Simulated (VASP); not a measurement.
# ZnCu (Pm-3m) in VASP: settings compared

Aim: see how the results for ZnCu move with the level of theory and the settings. Levels: PBEsol, LDA. Tasks: single point.

Program: VASP 6.6.1. These are calculated values, not measurements. Logs are shortened: lines on timing, memory, paths and dates and some standing lists are left out, and cuts for length are marked.

## (1) The cell of the first run

Symmetry: Pm-3m, No. 221, cubic system. The conventional cell has a = 2.885 Å, b = 2.885 Å, c = 2.885 Å, α = 90.00°, β = 90.00°, γ = 90.00°. Within 3.3 Å of Zn (site symmetry m-3m) lie 8 Cu at 2.50 Å and 6 Zn at 2.88 Å. Within 3.3 Å of Cu (site symmetry m-3m) lie 8 Zn at 2.50 Å and 6 Cu at 2.88 Å.

## (2) Single point, PBEsol

File INCAR:

```
PREC = Accurate ; ENCUT = 820
EDIFF = 1E-6 ; ISMEAR = -1
SIGMA = 0.05 ; LREAL = False
LASPH = True ; NELM = 120
ALGO = Normal ; ISIF = 2
LWAVE = False ; LCHARG = False
GGA = PS ; NBANDS = 22
GGA_COMPAT = False
```

File KPOINTS:

```
regular mesh
0
Gamma
  9 9 9
```

File POSCAR:

```
ZnCu
1.0
    2.8848810902      0.0000000000      0.0000000000
    0.0000000000      2.8848810902      0.0000000000
    0.0000000000      0.0000000000      2.8848810902
Zn Cu
1 1
Direct
    0.5000000000      0.5000000000      0.5000000000
    0.0000000000      0.0000000000      0.0000000000
```

Potentials or basis: VASP PAW PBE potentials, release 64 (Zn, Cu_sv_GW).

On the command line:

```console
$ cat potpaw_PBE.64/Zn/POTCAR potpaw_PBE.64/Cu_sv_GW/POTCAR > POTCAR
$ mpirun -np 1 vasp_std > vasp.out
```

OUTCAR:

```text
PREC = Accurate
   ENCUT = 820
   EDIFF = 1E-6
   ISMEAR = -1
   LREAL = False
   LASPH = True
   NELM = 120
   ISIF = 2
   GGA = PS

 ion  position               nearest neighbor table
   1  0.500  0.500  0.500-   2 2.50   2 2.50   2 2.50   2 2.50   2 2.50   2 2.50   2 2.50   2 2.50

   2  0.000  0.000  0.000-   1 2.50   1 2.50   1 2.50   1 2.50   1 2.50   1 2.50   1 2.50   1 2.50

  LATTYP: Found a simple cubic cell.
 ALAT       =     2.8848810902

  Lattice vectors:

 A1 = (   2.8848810902,   0.0000000000,   0.0000000000)
 A2 = (   0.0000000000,   2.8848810902,   0.0000000000)
 A3 = (   0.0000000000,   0.0000000000,   2.8848810902)

Analysis of symmetry for initial positions (statically):
=====================================================================
 Subroutine PRICEL returns:
 Original cell was already a primitive cell.

 Routine SETGRP: Setting up the symmetry group for a
 simple cubic supercell.

 Subroutine GETGRP returns: Found 48 space group operations
 (whereof 48 operations were pure point group operations)
 out of a pool of 48 trial point group operations.

The static configuration has the point symmetry O_h .

Analysis of symmetry for dynamics (positions and initial velocities):
=====================================================================
 Subroutine PRICEL returns:
 Original cell was already a primitive cell.

 Routine SETGRP: Setting up the symmetry group for a
 simple cubic supercell.

 Subroutine GETGRP returns: Found 48 space group operations
 (whereof 48 operations were pure point group operations)
 out of a pool of 48 trial point group operations.

The dynamic configuration has the point symmetry O_h .

 Subroutine INISYM returns: Found 48 space group operations
 (whereof 48 operations are pure point group operations),
 and found     1 'primitive' translations

----------------------------------------------------------------------------------------

                                     Primitive cell

  volume of cell :      24.0095

  direct lattice vectors                    reciprocal lattice vectors
     2.884881090  0.000000000  0.000000000     0.346634738  0.000000000  0.000000000
     0.000000000  2.884881090  0.000000000     0.000000000  0.346634738  0.000000000
     0.000000000  0.000000000  2.884881090     0.000000000  0.000000000  0.346634738

  length of vectors
     2.884881090  2.884881090  2.884881090     0.346634738  0.346634738  0.346634738

  position of ions in fractional coordinates (direct lattice)
     0.500000000  0.500000000  0.500000000
     0.000000000  0.000000000  0.000000000

  ion indices of the primitive-cell ions
   primitive index   ion index
                 1           1
                 2           2

----------------------------------------------------------------------------------------

 KPOINTS: regular mesh

Automatic generation of k-mesh.
 Grid dimensions read from file:
 generate k-points for:    9    9    9

 Generating k-lattice:

  Cartesian coordinates                     Fractional coordinates (reciprocal lattice)
     0.038514971  0.000000000  0.000000000     0.111111111  0.000000000  0.000000000
     0.000000000  0.038514971  0.000000000     0.000000000  0.111111111  0.000000000
     0.000000000  0.000000000  0.038514971     0.000000000  0.000000000  0.111111111

  Length of vectors
     0.038514971  0.038514971  0.038514971

  Shift w.r.t. Gamma in fractional coordinates (k-lattice)
     0.000000000  0.000000000  0.000000000

 Subroutine IBZKPT returns following result:
 ===========================================

 Found     35 irreducible k-points:

 Following reciprocal coordinates:
            Coordinates               Weight
  0.000000  0.000000  0.000000      1.000000
  0.111111  0.000000  0.000000      6.000000
  0.222222  0.000000  0.000000      6.000000
  0.333333  0.000000  0.000000      6.000000
  0.444444  0.000000  0.000000      6.000000
  0.111111  0.111111  0.000000     12.000000
[... 16 lines left out ...]
  0.333333  0.333333  0.111111     24.000000
  0.444444  0.333333  0.111111     48.000000
 [... further k-points ...]
   k-points           NKPTS =     35   k-points in BZ     NKDIM =     35   number of bands    NBANDS=     22
   number of dos      NEDOS =    301   number of ions     NIONS =      2
   total plane-waves  NPLWV =  21952
   dimension x,y,z NGX =    28 NGY =   28 NGZ =   28
   dimension x,y,z NGXF=    56 NGYF=   56 NGZF=   56
   ions per type =               1   1
   NGX,Y,Z   is equivalent  to a cutoff of  16.14, 16.14, 16.14 a.u.
   NGXF,Y,Z  is equivalent  to a cutoff of  32.27, 32.27, 32.27 a.u.
 SYSTEM =  unknown system
   PREC   = accura    normal or accurate (medium, high low for compatibility)
   ISTART =      0    job   : 0-new  1-cont  2-samecut
   ICHARG =      2    charge: 1-file 2-atom 10-const
   ISPIN  =      1    spin polarized calculation?
   LNONCOLLINEAR =      F non collinear calculations
   LSORBIT =      F    spin-orbit coupling
   LASPH  =      T    aspherical Exc in radial PAW
   ENCUT  =  820.0 eV  60.27 Ry    7.76 a.u.   6.74  6.74  6.74*2*pi/ulx,y,z
   NELM   =    120;   NELMIN=  2; NELMDL= -5     # of ELM steps
   EDIFF  = 0.1E-05   stopping-criterion for ELM
   LREAL  =      F    real-space projection
   EDIFFG = 0.1E-04   stopping-criterion for IOM
   NSW    =      0    number of steps for IOM
   IBRION =     -1    ionic relax: 0-MD 1-quasi-New 2-CG
   NFREE  =      0    steps in history (QN), initial steepest desc. (CG)
   ISIF   =      2    stress and relaxation
   ISYM   =      2    0-nonsym 1-usesym 2-fastsym
   POTIM  = 0.5000    time-step for ionic-motion
   TEBEG  =    0.0;   TEEND  =   0.0 temperature during run
   PSTRESS=    0.0 pullay stress
   NELECT =      31.0000    total number of electrons
   NUPDOWN=      -1.0000    fix difference up-down
   EMIN   =  10.00;   EMAX   =-10.00  energy-range for DOS
   EFERMI =   0.00;   METHOD = LEGACY
   ISMEAR =    -1;   SIGMA  =   0.05  broadening in eV -4-tet -1-fermi 0-gaus
   EFERMI_NEDOS =   21; number of points for ismear=-14 and -15
   IALGO  =     38    algorithm
   IMIX   =      4    mixing-type and parameters
     AMIX     =   0.40;   BMIX     =  1.00
     AMIX_MAG =   1.60;   BMIX_MAG =  1.00
  volume/ion in A,a.u.               =      12.00        81.01
  Fermi-wavevector in a.u.,A,eV,Ry     =   1.782656  3.368731 43.237430  3.177861
  Thomas-Fermi vector in A             =   2.847001
   LORBIT       =      0    0 simple, 1 ext, 2 COOP (PROOUT), +10 PAW based schemes
   GGA     = PS    functional components
   LHFCALC =     F    Hartree Fock is set to
   AEXX    =    0.0000 exact exchange contribution
   IVDW    =     0    specifies the selected vdW correction
   LEPSILON=     F    determine dielectric tensor
   LRPA    =     F    only Hartree local field effects (RPA)
 non-spin polarized calculation
  energy-cutoff  :      820.00
  volume of cell :       24.01
 maximum number of plane-waves:      1309
 NGX is ok and might be reduce to    28
   NGX = 13   NGY = 13   NGZ = 13

 number of electron      31.0000023 magnetization

 Free energy of the ion-electron system (eV)
  ---------------------------------------------------
  ext. energy  EPLUGINS =         0.00000000
  ---------------------------------------------------
  free energy    TOTEN  =        -6.14609429 eV

  energy without entropy =       -6.14215934  energy(sigma->0) =       -6.14412682

 E-fermi :   6.0235     XC(G=0): -13.2331

 val. band max:        5.9234246616   @ k =   0.3333   0.2222   0.0000
 cond. band min:       6.1187801167   @ k =   0.4444   0.4444   0.2222
 fundamental gap:      0.1953554550
 Fermi energy:         6.0234859457

 k-point     1 :       0.0000    0.0000    0.0000
  band No.  band energies     occupation
      1    -106.8502      2.00000
      2     -64.3713      2.00000
      3     -64.3713      2.00000
      4     -64.3713      2.00000
      5      -4.9131      2.00000
      6      -2.0741      2.00000
[... 14 lines left out ...]
     21      19.2027      0.00000
     22      30.0271      0.00000

 k-point     2 :       0.1111    0.0000    0.0000
  band No.  band energies     occupation
      1    -106.8500      2.00000
      2     -64.3728      2.00000
      3     -64.3711      2.00000
      4     -64.3711      2.00000
      5      -4.6800      2.00000
      6      -2.0427      2.00000
[... 14 lines left out ...]
     21      20.7074      0.00000
     22      27.9878      0.00000

 k-point     3 :       0.2222    0.0000    0.0000
  band No.  band energies     occupation
      1    -106.8498      2.00000
      2     -64.3766      2.00000
      3     -64.3708      2.00000
      4     -64.3708      2.00000
      5      -4.0021      2.00000
      6      -1.9614      2.00000
[... 14 lines left out ...]
     21      24.7039      0.00000
     22      25.3662      0.00000

 k-point     4 :       0.3333    0.0000    0.0000
  band No.  band energies     occupation
      1    -106.8494      2.00000
      2     -64.3810      2.00000
      3     -64.3703      2.00000
      4     -64.3703      2.00000
      5      -2.9968      2.00000
      6      -1.8656      2.00000
[... 14 lines left out ...]
     21      22.4172      0.00000
     22      22.4172      0.00000

 k-point     5 :       0.4444    0.0000    0.0000
  band No.  band energies     occupation
      1    -106.8491      2.00000
      2     -64.3836      2.00000
      3     -64.3701      2.00000
      4     -64.3701      2.00000
      5      -2.2351      2.00000
      6      -1.8009      2.00000
[... 14 lines left out ...]
     21      19.7513      0.00000
     22      20.5917      0.00000

 k-point     6 :       0.1111    0.1111    0.0000
  band No.  band energies     occupation
      1    -106.8500      2.00000
      2     -64.3727      2.00000
      3     -64.3726      2.00000
      4     -64.3709      2.00000
      5      -4.4504      2.00000
      6      -2.0043      2.00000
[... 14 lines left out ...]
     21      21.3052      0.00000
     22      25.2121      0.00000

 k-point     7 :       0.2222    0.1111    0.0000
  band No.  band energies     occupation
      1    -106.8497      2.00000
      2     -64.3765      2.00000
      3     -64.3723      2.00000
      4     -64.3707      2.00000
      5      -3.7868      2.00000
      6      -1.9269      2.00000
[... 324 lines left out ...]
      6      -1.8131      2.00000
[... 14 lines left out ...]
     21      22.6269      0.00000
     22      23.1176      0.00000

 k-point    21 :       0.3333    0.2222    0.1111
  band No.  band energies     occupation
      1    -106.8490      2.00000
      2     -64.3804      2.00000
      3     -64.3756      2.00000
      4     -64.3715      2.00000
      5      -2.3115      2.00000
      6      -1.7942      2.00000
[... 14 lines left out ...]
     21      22.2303      0.00000
     22      23.5634      0.00000

 k-point    22 :       0.4444    0.2222    0.1111
  band No.  band energies     occupation
      1    -106.8489      2.00000
      2     -64.3832      2.00000
      3     -64.3754      2.00000
      4     -64.3713      2.00000
      5      -1.9914      2.00000
      6      -1.8253      2.00000
[... 14 lines left out ...]
     21      23.0849      0.00000
     22      24.0826      0.00000

 k-point    23 :       0.3333    0.3333    0.1111
  band No.  band energies     occupation
      1    -106.8487      2.00000
      2     -64.3800      2.00000
      3     -64.3800      2.00000
      4     -64.3711      2.00000
      5      -2.1471      2.00000
      6      -1.8374      2.00000
[... 14 lines left out ...]
     21      21.0062      0.00000
     22      22.7805      0.00000

 k-point    24 :       0.4444    0.3333    0.1111
  band No.  band energies     occupation
      1    -106.8486      2.00000
      2     -64.3828      2.00000
      3     -64.3797      2.00000
      4     -64.3709      2.00000
      5      -2.1453      2.00000
      6      -1.8389      2.00000
[... 14 lines left out ...]
     21      21.8469      0.00000
     22      22.9994      0.00000

 [... further k-points ...]
[... 5 lines left out ...]
  --------------------------------------------------------------------------------------
  -------------------------------------------------------------------------------------
  Total        0.4682136      0.4682136      0.4682136      0.0000000      0.0000000      0.0000000
  in kB       31.2443008     31.2443008     31.2443008      0.0000000      0.0000000      0.0000000
  external PRESSURE =      31.2443008 kB  Pullay stress =       0.0000000 kB

 VOLUME and BASIS-vectors are now :
 -----------------------------------------------------------------------------
  energy-cutoff  :      820.00
  volume of cell :       24.01
      direct lattice vectors                 reciprocal lattice vectors
     2.884881090  0.000000000  0.000000000     0.346634738  0.000000000  0.000000000
     0.000000000  2.884881090  0.000000000     0.000000000  0.346634738  0.000000000
     0.000000000  0.000000000  2.884881090     0.000000000  0.000000000  0.346634738

 POSITION                                       TOTAL-FORCE (eV/Angst)
 -----------------------------------------------------------------------------------
      1.44244      1.44244      1.44244         0.000000      0.000000      0.000000
      0.00000      0.00000      0.00000         0.000000      0.000000      0.000000
 -----------------------------------------------------------------------------------
    total drift:                               -0.000000      0.000000      0.000000

  FREE ENERGIE OF THE ION-ELECTRON SYSTEM (eV)
  ---------------------------------------------------
  free  energy   TOTEN  =        -6.1460942937 eV

  energy  without entropy=       -6.1421593381  energy(sigma->0) =       -6.14412682
```

It took 17 s on 1 thread of Intel Xeon 6975P-C (Granite Rapids), shared host; peak memory 0.19 GiB.

What came out:

| Property | Result |
| --- | --- |
| Free energy | -6.1461 eV |
| Pressure | 3.1 GPa |
| Band gap on the k mesh | zero (an odd number of electrons rules out a gap without spin polarisation) |

Caveat: the cell stands under pressure; the PAW data sets were made with another functional, which shifts forces and pressure a little.

[end of part 1 of 2]

The gap in the log of VASP goes by the Fermi energy; the results here count the filled bands.